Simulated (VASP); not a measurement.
# AlH4 (P4/mmm) in VASP: relaxation of cell and atoms with PBE

Aim: the relaxation of cell and atoms of AlH4 with PBE.

Program: VASP 6.6.1. These are calculated values, not measurements. Logs are shortened: lines on timing, memory, paths and dates and some standing lists are left out, and cuts for length are marked.

## 1. The cell of the first run

Symmetry: P4/mmm, No. 123, tetragonal system. The conventional cell has a = 5.399 Å, b = 5.399 Å, c = 2.663 Å, α = 90.00°, β = 90.00°, γ = 90.00°. Within 3.1 Å of Al (site symmetry 4/mmm) lie 8 H at 2.30 to 3.10 Å and 2 Al at 2.66 Å. H (site symmetry m2m) has 1 H at 0.80 Å within 1.1 Å.

The cell was built from a structure type or drawn by symmetry, and may not be a known phase.

## 2. Relaxation of cell and atoms, PBE

INCAR

```
SYSTEM = AlH4
ALGO = Normal
EDIFF = 1E-6
EDIFFG = -0.01
ENCUT = 600
GGA = PE
IBRION = 2
ISIF = 3
ISMEAR = 0
LASPH = .TRUE.
LCHARG = .FALSE.
LREAL = .FALSE.
LWAVE = .FALSE.
NELM = 80
NSW = 100
PREC = Accurate
SIGMA = 0.1
```

KPOINTS

```
k-points
0
G
  8 8 14
  0 0 0
```

POSCAR

```
AlH4
1.0
    5.3991389973      0.0000000000      0.0000000000
    0.0000000000      5.3991389973      0.0000000000
    0.0000000000      0.0000000000      2.6627963525
Al H
1 4
Direct
    0.0000000000      0.0000000000      0.0000000000
    0.4261177568      0.0000000000      0.0000000000
    0.5738822432      0.0000000000      0.0000000000
    0.0000000000      0.4261177568      0.0000000000
    0.0000000000      0.5738822432      0.0000000000
```

Potentials or basis: VASP PAW PBE potentials, release 64 (Al, H).

On the command line:

```sh
$ cat potpaw_PBE.64/Al/POTCAR potpaw_PBE.64/H/POTCAR > POTCAR
$ mpirun -np 1 vasp_std > vasp.out
```

OUTCAR:

```text
SYSTEM = AlH4
   EDIFF = 1E-6
   EDIFFG = -0.01
   ENCUT = 600
   GGA = PE
   IBRION = 2
   ISIF = 3
   ISMEAR = 0
   LASPH = .TRUE.
   LREAL = .FALSE.
   NELM = 80
   NSW = 100
   PREC = Accurate

 ion  position               nearest neighbor table
   1  0.000  0.000  0.000-
   2  0.426  0.000  0.000-   3 0.80
   3  0.574  0.000  0.000-   2 0.80
   4  0.000  0.426  0.000-   5 0.80
   5  0.000  0.574  0.000-   4 0.80

  LATTYP: Found a simple tetragonal cell.
 ALAT       =     5.3991389973
 C/A-ratio  =     0.4931890722

  Lattice vectors:

 A1 = (   5.3991389973,   0.0000000000,   0.0000000000)
 A2 = (   0.0000000000,   5.3991389973,   0.0000000000)
 A3 = (   0.0000000000,   0.0000000000,   2.6627963525)

Analysis of symmetry for initial positions (statically):
=====================================================================
 Subroutine PRICEL returns:
 Original cell was already a primitive cell.

 Routine SETGRP: Setting up the symmetry group for a
 simple tetragonal supercell.

 Subroutine GETGRP returns: Found 16 space group operations
 (whereof 16 operations were pure point group operations)
 out of a pool of 16 trial point group operations.

The static configuration has the point symmetry D_4h.

Analysis of symmetry for dynamics (positions and initial velocities):
=====================================================================
 Subroutine PRICEL returns:
 Original cell was already a primitive cell.

 Routine SETGRP: Setting up the symmetry group for a
 simple tetragonal supercell.

 Subroutine GETGRP returns: Found 16 space group operations
 (whereof 16 operations were pure point group operations)
 out of a pool of 16 trial point group operations.

The dynamic configuration has the point symmetry D_4h.

 Subroutine INISYM returns: Found 16 space group operations
 (whereof 16 operations are pure point group operations),
 and found     1 'primitive' translations

----------------------------------------------------------------------------------------

                                     Primitive cell

  volume of cell :      77.6224

  direct lattice vectors                    reciprocal lattice vectors
     5.399138997  0.000000000  0.000000000     0.185214717  0.000000000  0.000000000
     0.000000000  5.399138997  0.000000000     0.000000000  0.185214717  0.000000000
     0.000000000  0.000000000  2.662796353     0.000000000  0.000000000  0.375545054

  length of vectors
     5.399138997  5.399138997  2.662796353     0.185214717  0.185214717  0.375545054

  position of ions in fractional coordinates (direct lattice)
     0.000000000  0.000000000  0.000000000
     0.426117757  0.000000000  0.000000000
     0.573882243  0.000000000  0.000000000
     0.000000000  0.426117757  0.000000000
     0.000000000  0.573882243  0.000000000

  ion indices of the primitive-cell ions
   primitive index   ion index
                 1           1
                 2           2
                 3           3
                 4           4
                 5           5

----------------------------------------------------------------------------------------

 KPOINTS: k-points

Automatic generation of k-mesh.
 Grid dimensions read from file:
 generate k-points for:    8    8   14

 Generating k-lattice:

  Cartesian coordinates                     Fractional coordinates (reciprocal lattice)
     0.023151840  0.000000000  0.000000000     0.125000000  0.000000000  0.000000000
     0.000000000  0.023151840  0.000000000     0.000000000  0.125000000  0.000000000
     0.000000000  0.000000000  0.026824647     0.000000000  0.000000000  0.071428571

  Length of vectors
     0.023151840  0.023151840  0.026824647

  Shift w.r.t. Gamma in fractional coordinates (k-lattice)
     0.000000000  0.000000000  0.000000000

 Subroutine IBZKPT returns following result:
 ===========================================

 Found    120 irreducible k-points:

 Following reciprocal coordinates:
            Coordinates               Weight
  0.000000  0.000000  0.000000      1.000000
  0.125000  0.000000  0.000000      4.000000
  0.250000  0.000000  0.000000      4.000000
  0.375000  0.000000  0.000000      4.000000
  0.500000  0.000000  0.000000      2.000000
  0.125000  0.125000  0.000000      4.000000
[... 16 lines left out ...]
  0.375000  0.125000  0.071429     16.000000
  0.500000  0.125000  0.071429      8.000000
 [... further k-points ...]
   k-points           NKPTS =    120   k-points in BZ     NKDIM =    120   number of bands    NBANDS=      7
   number of dos      NEDOS =    301   number of ions     NIONS =      5
   total plane-waves  NPLWV =  55296
   dimension x,y,z NGX =    48 NGY =   48 NGZ =   24
   dimension x,y,z NGXF=    96 NGYF=   96 NGZF=   48
   ions per type =               1   4
   NGX,Y,Z   is equivalent  to a cutoff of  14.78, 14.78, 14.98 a.u.
   NGXF,Y,Z  is equivalent  to a cutoff of  29.56, 29.56, 29.97 a.u.
 SYSTEM =  AlH4
   PREC   = accura    normal or accurate (medium, high low for compatibility)
   ISTART =      0    job   : 0-new  1-cont  2-samecut
   ICHARG =      2    charge: 1-file 2-atom 10-const
   ISPIN  =      1    spin polarized calculation?
   LNONCOLLINEAR =      F non collinear calculations
   LSORBIT =      F    spin-orbit coupling
   LASPH  =      T    aspherical Exc in radial PAW
   ENCUT  =  600.0 eV  44.10 Ry    6.64 a.u.  10.78 10.78  5.32*2*pi/ulx,y,z
   NELM   =     80;   NELMIN=  2; NELMDL= -5     # of ELM steps
   EDIFF  = 0.1E-05   stopping-criterion for ELM
   LREAL  =      F    real-space projection
   EDIFFG = -.1E-01   stopping-criterion for IOM
   NSW    =    100    number of steps for IOM
   IBRION =      2    ionic relax: 0-MD 1-quasi-New 2-CG
   NFREE  =      1    steps in history (QN), initial steepest desc. (CG)
   ISIF   =      3    stress and relaxation
   ISYM   =      2    0-nonsym 1-usesym 2-fastsym
   POTIM  = 0.5000    time-step for ionic-motion
   TEBEG  =    0.0;   TEEND  =   0.0 temperature during run
   PSTRESS=    0.0 pullay stress
   NELECT =       7.0000    total number of electrons
   NUPDOWN=      -1.0000    fix difference up-down
   EMIN   =  10.00;   EMAX   =-10.00  energy-range for DOS
   EFERMI =   0.00;   METHOD = LEGACY
   ISMEAR =     0;   SIGMA  =   0.10  broadening in eV -4-tet -1-fermi 0-gaus
   EFERMI_NEDOS =   21; number of points for ismear=-14 and -15
   IALGO  =     38    algorithm
   IMIX   =      4    mixing-type and parameters
     AMIX     =   0.40;   BMIX     =  1.00
     AMIX_MAG =   1.60;   BMIX_MAG =  1.00
  volume/ion in A,a.u.               =      15.52       104.76
  Fermi-wavevector in a.u.,A,eV,Ry     =   0.734139  1.387322  7.333005  0.538961
  Thomas-Fermi vector in A             =   1.827019
   LORBIT       =      0    0 simple, 1 ext, 2 COOP (PROOUT), +10 PAW based schemes
   GGA     = PE    functional components
   LHFCALC =     F    Hartree Fock is set to
   AEXX    =    0.0000 exact exchange contribution
   IVDW    =     0    specifies the selected vdW correction
   LEPSILON=     F    determine dielectric tensor
   LRPA    =     F    only Hartree local field effects (RPA)
 conjugate gradient relaxation of ions
 non-spin polarized calculation
 Gauss-broadening in eV      SIGMA  =   0.10
  energy-cutoff  :      600.00
  volume of cell :       77.62
 maximum number of plane-waves:      2624
 NGX is ok and might be reduce to    48
   NGX = 21   NGY = 21   NGZ = 11

--------------------------------------- Ionic step        1  -------------------------------------------

 number of electron       7.0000003 magnetization

 Free energy of the ion-electron system (eV)
  ---------------------------------------------------
  ext. energy  EPLUGINS =         0.00000000
  ---------------------------------------------------
  free energy    TOTEN  =       -15.48968892 eV

  energy without entropy =      -15.48271867  energy(sigma->0) =      -15.48620380

------------------------ aborting loop because EDIFF is reached ----------------------------------------

  FORCE on cell =-STRESS in cart. coord.  units (eV):
  Direction    XX          YY          ZZ          XY          YZ          ZX
  --------------------------------------------------------------------------------------
  -------------------------------------------------------------------------------------
  Total       -0.0293002     -0.0293002     -0.9580613      0.0000000      0.0000000      0.0000000
  in kB       -0.6047757     -0.6047757    -19.7750188      0.0000000      0.0000000      0.0000000
  external PRESSURE =      -6.9948567 kB  Pullay stress =       0.0000000 kB
[... 98 lines left out ...]
  FREE ENERGIE OF THE ION-ELECTRON SYSTEM (eV)
  ---------------------------------------------------
  free  energy   TOTEN  =       -15.5042942382 eV

  energy  without entropy=      -15.4977956461  energy(sigma->0) =      -15.50104494

 E-fermi :  -0.0125     XC(G=0):  -6.2546

 val. band max:       -0.0338970832   @ k =   0.3750   0.2500   0.0714
 cond. band min:       0.0049142584   @ k =   0.5000   0.2500   0.0714
 fundamental gap:      0.0388113416
 Fermi energy:        -0.0124543165

 k-point     1 :       0.0000    0.0000    0.0000
  band No.  band energies     occupation
      1      -9.1927      2.00000
      2      -7.5344      2.00000
      3      -4.1275      2.00000
      4      -1.5462      2.00000
      5      -1.5462      2.00000
      6       5.0882      0.00000
      7       6.2842      0.00000
[... 221 lines left out ...]
 k-point    24 :       0.5000    0.1250    0.0714
  band No.  band energies     occupation
      1      -8.5134      2.00000
      2      -7.9943      2.00000
      3      -5.3623      2.00000
      4      -0.9369      2.00000
      5       1.6149      0.00000
      6       3.5389      0.00000
      7       4.1893      0.00000

 [... further k-points ...]

[... ionic steps 4 to 10 ...]

--------------------------------------- Ionic step       11  -------------------------------------------

 number of electron       7.0000001 magnetization

------------------------ aborting loop because EDIFF is reached ----------------------------------------

  FORCE on cell =-STRESS in cart. coord.  units (eV):
  Direction    XX          YY          ZZ          XY          YZ          ZX
  --------------------------------------------------------------------------------------
  -------------------------------------------------------------------------------------
  Total        0.0763328      0.0763328     -0.0199038      0.0000000     -0.0000000     -0.0000000
  in kB        1.6905980      1.6905980     -0.4408252      0.0000000     -0.0000000     -0.0000000
  external PRESSURE =       0.9801236 kB  Pullay stress =       0.0000000 kB
[... 63 lines left out ...]
  energy  without entropy=      -15.5266048929  energy(sigma->0) =      -15.52851338

--------------------------------------- Ionic step       13  -------------------------------------------

 number of electron       7.0000001 magnetization

 Free energy of the ion-electron system (eV)
  ---------------------------------------------------
  ext. energy  EPLUGINS =         0.00000000
  ---------------------------------------------------
  free energy    TOTEN  =       -15.53073335 eV

  energy without entropy =      -15.52690128  energy(sigma->0) =      -15.52881731

 E-fermi :   0.0358     XC(G=0):  -6.2989

 val. band max:        0.0304905686   @ k =   0.3750   0.1250   0.5000
 cond. band min:       0.0616407698   @ k =   0.2500   0.2500   0.1429
 fundamental gap:      0.0311502012
 Fermi energy:         0.0358373473

 k-point     1 :       0.0000    0.0000    0.0000
  band No.  band energies     occupation
      1      -9.2451      2.00000
      2      -7.6309      2.00000
      3      -4.2472      2.00000
      4      -1.5222      2.00000
      5      -1.5222      2.00000
      6       5.1250      0.00000
      7       6.2831      0.00000
[... 221 lines left out ...]
 k-point    24 :       0.5000    0.1250    0.0714
  band No.  band energies     occupation
      1      -8.5691      2.00000
      2      -8.0672      2.00000
      3      -5.4361      2.00000
      4      -0.9173      2.00000
      5       1.5630      0.00000
      6       3.5529      0.00000
      7       4.2735      0.00000

 [... further k-points ...]

------------------------ aborting loop because EDIFF is reached ----------------------------------------

  FORCE on cell =-STRESS in cart. coord.  units (eV):
  Direction    XX          YY          ZZ          XY          YZ          ZX
  --------------------------------------------------------------------------------------
  -------------------------------------------------------------------------------------
  Total        0.0495248      0.0495248     -0.0046476      0.0000000      0.0000000      0.0000000
  in kB        1.0894395      1.0894395     -0.1022367      0.0000000      0.0000000      0.0000000
  external PRESSURE =       0.6922141 kB  Pullay stress =       0.0000000 kB
[... 20 lines left out ...]
  FREE ENERGIE OF THE ION-ELECTRON SYSTEM (eV)
  ---------------------------------------------------
  free  energy   TOTEN  =       -15.5307333495 eV

  energy  without entropy=      -15.5269012796  energy(sigma->0) =      -15.52881731

 reached required accuracy - stopping structural energy minimisation
```

Run time: 6.2 min. Hardware: 1 thread of Intel Xeon Platinum 8259CL at 2.50GHz (Skylake/Cascade Lake), shared host; peak memory 0.28 GiB.

What came out:

```
Free energy                           : -15.5307 eV
Relaxed volume                        : 14.57 Å³/atom
Relaxed cell                          : a = 5.392 Å, b = 5.392 Å, c = 2.506 Å, α = 90.00°, β = 90.00°, γ = 90.00°
Space group after relaxing (to 0.1 Å) : P4/mmm (No. 123)
Energy gained by relaxing             : 8.2 meV/atom
Ionic steps                           : 13
Pressure after relaxing               : 0.1 GPa
Band gap on the k mesh                : zero (an odd number of electrons rules out a gap without spin polarisation)
```

Stress tensor (GPa, compression positive):
```
 0.11  0.00  0.00
 0.00  0.11  0.00
 0.00  0.00 -0.01
```

Step by step:
| step | energy change (eV) | largest force (eV/Å) | pressure (GPa) | volume (Å³) |
| --- | --- | --- | --- | --- |
| 1 | 0.0000 | 0.0960 | -0.70 | 77.62 |
| 2 | -0.0087 | 0.1007 | -0.91 | 76.86 |
| 3 | -0.0146 | 0.4088 | -1.20 | 75.58 |
| 4 | -0.0174 | 0.4010 | -1.15 | 75.30 |
| 5 | -0.0252 | 0.3747 | -0.99 | 74.45 |
| 6 | -0.0351 | 0.3196 | -0.49 | 72.76 |
| 7 | -0.0360 | 0.2971 | -0.27 | 72.06 |
| 8 | -0.0391 | 0.1638 | -0.10 | 72.14 |
| 9 | -0.0404 | 0.0076 | 0.10 | 72.23 |
| 10 | -0.0404 | 0.0076 | 0.11 | 72.26 |
| 11 | -0.0405 | 0.0062 | 0.10 | 72.34 |
| 12 | -0.0407 | 0.0041 | 0.09 | 72.50 |
| 13 | -0.0410 | 0.0010 | 0.07 | 72.83 |

Final structure:
```
CELL_PARAMETERS angstrom
5.39157 0.00000 0.00000
0.00000 5.39157 0.00000
0.00000 0.00000 2.50552
ATOMIC_POSITIONS crystal
Al 0.00000 0.00000 0.00000
H 0.42578 0.00000 0.00000
H 0.57422 0.00000 0.00000
H 0.00000 0.42578 0.00000
H 0.00000 0.57422 0.00000
```

Levels at points of the mesh, in eV from the Fermi level:
```tsv
k point	band 1	band 2	band 3	band 4	band 5	band 6	band 7
(0.00, 0.00, 0.00)	-9.28	-7.67	-4.28	-1.56	-1.56	5.09	6.25
(0.50, 0.00, 0.00)	-8.75	-8.18	-5.32	-1.44	1.42	4.08	4.16
(0.50, 0.50, 0.00)	-8.16	-8.16	-6.85	1.83	1.83	1.89	3.40
(0.00, 0.00, 0.50)	-6.64	-5.93	-1.77	1.56	2.65	2.65	5.65
(0.50, 0.00, 0.50)	-6.32	-6.21	-1.65	0.11	2.74	3.79	5.95
(0.50, 0.50, 0.50)	-6.21	-6.21	-1.54	-1.01	3.97	3.97	6.28
```
